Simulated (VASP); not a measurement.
# Sb: single point with LDA

Crystal: Sb.

```
CELL_PARAMETERS angstrom
0.00000 1.86040 1.86040
1.86040 0.00000 1.86040
1.86040 1.86040 0.00000
ATOMIC_POSITIONS crystal
Sb 0.00000 0.00000 0.00000
```

This cell differs from its parent crystal: volume scaled by 0.5.

```yaml
Program: VASP 6.6.1
Task: single point
Functional: LDA
Potentials_or_basis: VASP PAW LDA potentials, release 64 (Sb)
Cutoff: 520 eV
k_mesh: 15 × 15 × 15
Occupations: fermi-dirac, width 0.1 eV
Spin: no spin polarisation
```

```yaml
Pressure: 249.1 GPa
```

Levels at points of the mesh, in eV from the Fermi level:
| k point | band 1 | band 2 | band 3 | band 4 | band 5 | band 6 |
| --- | --- | --- | --- | --- | --- | --- |
| (0.00, 0.00, 0.00) | -21.58 | 8.46 | 11.30 | 11.30 | 11.30 | 12.21 |

Wall time 8.1 s on 1 thread of Intel Xeon 6975P-C, on a shared host, peak memory 0.12 GiB.

Caveat: spin-orbit coupling is left out, which moves the levels of the heavy elements.
